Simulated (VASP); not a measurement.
# KCl (F-43m) in VASP: notebook

Aim: see how the results for KCl move with the level of theory and the settings. Levels: HSE06, PBE-based screened hybrid with 50 % exact exchange, PBE-based screened hybrid with 5 % exact exchange. Tasks: single point.

Everything below comes from runs of VASP 6.6.1. Logs are shortened: lines on timing, memory, paths and dates and some standing lists are left out, and cuts for length are marked.

## Step 1: The cell of the first run

Symmetry: F-43m, No. 216, cubic system. Conventional cell: a = 7.015 Å, b = 7.015 Å, c = 7.015 Å, α = 90.00°, β = 90.00°, γ = 90.00°. Within 4.0 Å of K (site symmetry -43m) lie 4 Cl at 3.04 Å. Cl (site symmetry -43m) has 4 K at 3.04 Å within 4.0 Å.

## Step 2: Single point, HSE06

File POSCAR:

```
KCl
1.0
    0.0000000000      3.5072828324      3.5072828324
    3.5072828324      0.0000000000      3.5072828324
    3.5072828324      3.5072828324      0.0000000000
K Cl
1 1
Direct
    0.0000000000      0.0000000000      0.0000000000
    0.2500000000      0.2500000000      0.2500000000
```

File INCAR.step1:

```
SYSTEM = KCl
ALGO = Normal ; EDIFF = 1E-5
ENCUT = 520 ; GGA = PE
ISIF = 2 ; ISMEAR = 0
LASPH = .True. ; LCHARG = .False.
LREAL = .False. ; LWAVE = .True.
NBANDS = 15 ; NELM = 100
PREC = Accurate ; SIGMA = 0.01
```

File INCAR.step2:

```
SYSTEM = KCl
ALGO = Normal ; EDIFF = 1E-6
ENCUT = 520 ; GGA = PE
HFSCREEN = 0.2079 ; ISIF = 2
ISMEAR = 0 ; ISTART = 1
LASPH = .True. ; LCHARG = .False.
LHFCALC = .True. ; LREAL = .False.
LWAVE = .False. ; NBANDS = 15
NELM = 100 ; PREC = Accurate
PRECFOCK = Normal ; SIGMA = 0.01
```

File KPOINTS:

```
k-points
0
Gamma
  4 4 4
  0 0 0
```

Potentials or basis: VASP PAW PBE potentials, release 64 (K_sv, Cl).

The run is started by

```console
$ cat potpaw_PBE.64/K_sv/POTCAR potpaw_PBE.64/Cl/POTCAR > POTCAR
$ cp INCAR.step1 INCAR
$ mpirun -np 1 vasp_std > vasp.out
$ cp INCAR.step2 INCAR
$ mpirun -np 1 vasp_std > vasp.out
```

OUTCAR:

```text
SYSTEM = KCl
   EDIFF = 1E-6
   ENCUT = 520
   GGA = PE
   HFSCREEN = 0.2079
   ISIF = 2
   ISMEAR = 0
   ISTART = 1
   LASPH = .True.
   LHFCALC = .True.
   LREAL = .False.
   NELM = 100
   PREC = Accurate
   PRECFOCK = Normal

 ion  position               nearest neighbor table
   1  0.000  0.000  0.000-   2 3.04   2 3.04   2 3.04   2 3.04
   2  0.250  0.250  0.250-   1 3.04   1 3.04   1 3.04   1 3.04

  LATTYP: Found a face centered cubic cell.
 ALAT       =     7.0145656648

  Lattice vectors:

 A1 = (   0.0000000000,   3.5072828324,   3.5072828324)
 A2 = (   3.5072828324,   0.0000000000,   3.5072828324)
 A3 = (   3.5072828324,   3.5072828324,   0.0000000000)

Analysis of symmetry for initial positions (statically):
=====================================================================
 Subroutine PRICEL returns:
 Original cell was already a primitive cell.

 Routine SETGRP: Setting up the symmetry group for a
 face centered cubic supercell.

 Subroutine GETGRP returns: Found 24 space group operations
 (whereof 24 operations were pure point group operations)
 out of a pool of 48 trial point group operations.

The static configuration has the point symmetry T_d .

Analysis of symmetry for dynamics (positions and initial velocities):
=====================================================================
 Subroutine PRICEL returns:
 Original cell was already a primitive cell.

 Routine SETGRP: Setting up the symmetry group for a
 face centered cubic supercell.

 Subroutine GETGRP returns: Found 24 space group operations
 (whereof 24 operations were pure point group operations)
 out of a pool of 48 trial point group operations.

The dynamic configuration has the point symmetry T_d .

 Subroutine INISYM returns: Found 24 space group operations
 (whereof 24 operations are pure point group operations),
 and found     1 'primitive' translations

----------------------------------------------------------------------------------------

                                     Primitive cell

  volume of cell :      86.2864

  direct lattice vectors                    reciprocal lattice vectors
     0.000000000  3.507282832  3.507282832    -0.142560502  0.142560502  0.142560502
     3.507282832  0.000000000  3.507282832     0.142560502 -0.142560502  0.142560502
     3.507282832  3.507282832  0.000000000     0.142560502  0.142560502 -0.142560502

  length of vectors
[... 82 lines left out ...]
   IALGO  =     38    algorithm
   IMIX   =      1    mixing-type and parameters
     AMIX     =   0.40;   BMIX     =  1.00
     AMIX_MAG =   1.60;   BMIX_MAG =  1.00
  volume/ion in A,a.u.               =      43.14       291.14
  Fermi-wavevector in a.u.,A,eV,Ry     =   0.933542  1.764139 11.857496  0.871501
  Thomas-Fermi vector in A             =   2.060255
   LORBIT       =      0    0 simple, 1 ext, 2 COOP (PROOUT), +10 PAW based schemes
   GGA     = PE    functional components
   LHFCALC =     T    Hartree Fock is set to
   PRECFOCK=normal    Normal, Fast or Accurate (Low or Medium for compatibility)
   ENCUT4O =  -1.0   cutoff for four orbital integrals eV
   NKREDX  =     1    reduce k-point grid by
   NKREDY  =     1    reduce k-point grid by
   NKREDZ  =     1    reduce k-point grid by
   AEXX    =    0.2500 exact exchange contribution
   HFSCREEN=    0.2079 screening length (either q_TF or 0.3 A-1)
   HFSCREENC=   0.2079 screening length for correlation (either q_TF or 0.3 A-1)
   ENCUTFOCK=  -1.0 apply spherical cutoff to Coloumb kernel
   IVDW    =     0    specifies the selected vdW correction
   LEPSILON=     F    determine dielectric tensor
   LRPA    =     F    only Hartree local field effects (RPA)
 non-spin polarized calculation
 Gauss-broadening in eV      SIGMA  =   0.01
  energy-cutoff  :      520.00
  volume of cell :       86.29
 maximum number of plane-waves:      2346
 NGX is ok and might be reduce to    40
  NGX = 28; NGY = 28; NGZ = 28

 number of electron      16.0000000 magnetization

 Free energy of the ion-electron system (eV)
  ---------------------------------------------------
  ext. energy  EPLUGINS =         0.00000000
  ---------------------------------------------------
  free energy    TOTEN  =        -7.66321120 eV

  energy without entropy =       -7.66321120  energy(sigma->0) =       -7.66321120

 E-fermi :  -4.0817     XC(G=0):  -5.1527

 val. band max:       -4.1897532620   @ k =   0.5000   0.5000   0.0000
 cond. band min:       1.8310830500   @ k =   0.0000   0.0000   0.0000
 fundamental gap:      6.0208363121
 Fermi energy:        -4.0816879838

 k-point     1 :       0.0000    0.0000    0.0000
  band No.  band energies     occupation
      1     -33.4928      2.00000
      2     -17.0533      2.00000
      3     -15.6355      2.00000
      4     -15.6355      2.00000
      5     -15.6355      2.00000
      6      -4.2236      2.00000
      7      -4.2236      2.00000
      8      -4.2236      2.00000
      9       1.8311      0.00000
     10       6.8062      0.00000
     11       6.8062      0.00000
     12       7.7803      0.00000
     13       7.7803      0.00000
     14       7.7803      0.00000
[... 113 lines left out ...]
      2     -17.2514      2.00000
      3     -15.6740      2.00000
      4     -15.6639      2.00000
      5     -15.3715      2.00000
      6      -4.4282      2.00000
      7      -4.3648      2.00000
      8      -4.1942      2.00000
      9       3.9823      0.00000
     10       4.8440      0.00000
     11       7.0112      0.00000
     12       7.0602      0.00000
     13       7.5183      0.00000
     14       8.0136      0.00000
     15       8.8101      0.00000

------------------------ aborting loop because EDIFF is reached ----------------------------------------

  FORCE on cell =-STRESS in cart. coord.  units (eV):
  Direction    XX          YY          ZZ          XY          YZ          ZX
  --------------------------------------------------------------------------------------
  -------------------------------------------------------------------------------------
  Total        0.0922030      0.0922030      0.0922030     -0.0000000      0.0000000     -0.0000000
  in kB        1.7120367      1.7120367      1.7120367     -0.0000000      0.0000000     -0.0000000
  external PRESSURE =       1.7120367 kB  Pullay stress =       0.0000000 kB

 VOLUME and BASIS-vectors are now :
 -----------------------------------------------------------------------------
  energy-cutoff  :      520.00
  volume of cell :       86.29
      direct lattice vectors                 reciprocal lattice vectors
     0.000000000  3.507282832  3.507282832    -0.142560502  0.142560502  0.142560502
     3.507282832  0.000000000  3.507282832     0.142560502 -0.142560502  0.142560502
     3.507282832  3.507282832  0.000000000     0.142560502  0.142560502 -0.142560502

 POSITION                                       TOTAL-FORCE (eV/Angst)
 -----------------------------------------------------------------------------------
      0.00000      0.00000      0.00000        -0.000000     -0.000000     -0.000000
      1.75364      1.75364      1.75364         0.000000      0.000000      0.000000
 -----------------------------------------------------------------------------------
    total drift:                               -0.000013      0.000010      0.000006

  FREE ENERGIE OF THE ION-ELECTRON SYSTEM (eV)
  ---------------------------------------------------
  free  energy   TOTEN  =        -7.6632111994 eV

  energy  without entropy=       -7.6632111994  energy(sigma->0) =       -7.66321120
```

It took 5.8 min on 1 thread of AMD EPYC 9R45 (Zen 5), shared host; peak memory 0.32 GiB.

Results:

* Free energy: -7.6632 eV
* Pressure: 0.2 GPa
* Band gap on the k mesh: 6.02 eV (least direct gap 6.05 eV)

Caveat: the structure was generated, so it needn't be the stable form of KCl; the PAW data sets were made with another functional, which shifts forces and pressure a little.

## Step 3: Single point, PBE-based screened hybrid with 50 % exact exchange

POSCAR is that of step 2.

File INCAR.step1:

```
PREC     = Accurate       # precision mode
ENCUT    = 520            # plane-wave cutoff, eV
EDIFF    = 1E-5           # SCF threshold, eV
ISMEAR   = 0              # smearing method
SIGMA    = 0.01           # smearing width, eV
LREAL    = False          # projectors in reciprocal space
LASPH    = True           # aspherical terms in the spheres
NELM     = 100            # most SCF steps
ALGO     = Normal         # electronic algorithm
ISIF     = 2              # what is computed and relaxed
LWAVE    = True           # write WAVECAR
LCHARG   = False          # write CHGCAR
NBANDS   = 15             # bands
GGA      = PE             # functional
```

File INCAR.step2:

```
PREC     = Accurate       # precision mode
ENCUT    = 520            # plane-wave cutoff, eV
EDIFF    = 1E-6           # SCF threshold, eV
ISMEAR   = 0              # smearing method
SIGMA    = 0.01           # smearing width, eV
LREAL    = False          # projectors in reciprocal space
LASPH    = True           # aspherical terms in the spheres
NELM     = 100            # most SCF steps
ALGO     = Normal         # electronic algorithm
ISIF     = 2              # what is computed and relaxed
LWAVE    = False          # write WAVECAR
LCHARG   = False          # write CHGCAR
GGA      = PE             # functional
LHFCALC  = True           # exact exchange
AEXX     = 0.5            # exact-exchange fraction
HFSCREEN = 0.5            # screening, 1/A
PRECFOCK = Normal       
NBANDS   = 15             # bands
ISTART   = 1
```

File KPOINTS:

```
Automatic mesh
0
Gamma
  4 4 4
```

Potentials or basis: VASP PAW PBE potentials, release 64 (K_sv, Cl).

The run is started by

```console
$ cat potpaw_PBE.64/K_sv/POTCAR potpaw_PBE.64/Cl/POTCAR > POTCAR
$ cp INCAR.step1 INCAR
$ mpirun -np 1 vasp_std > vasp.out
$ cp INCAR.step2 INCAR
$ mpirun -np 1 vasp_std > vasp.out
```

Wall time 7.5 min (1 thread of AMD EPYC 9R45 (Zen 5), shared host); peak memory 0.32 GiB.

The run converged. Its results:

```
Free energy            : -7.8351 eV
Pressure               : 0.0 GPa
Band gap on the k mesh : 6.06 eV (least direct gap 6.09 eV)
```

Levels at points of the mesh, in eV from the valence-band top:
```
           k point  band 4  band 5  band 6  band 7  band 8  band 9  band 10  band 11  band 12  band 13
(0.00, 0.00, 0.00)  -11.92  -11.92   -0.04   -0.04   -0.04    6.06    11.10    11.10    12.08    12.08
(0.50, 0.00, 0.00)  -11.93  -11.77   -0.32   -0.01   -0.01    8.58     8.79    10.51    10.51    12.32
(0.50, 0.50, 0.00)  -11.95  -11.70   -0.39    0.00    0.00    7.98     9.08    11.43    12.05    12.05
```

Caveat: the structure was generated, so it needn't be the stable form of KCl; the PAW data sets were made with another functional, which shifts forces and pressure a little. A k mesh can miss the band edges.

[end of part 1 of 2]
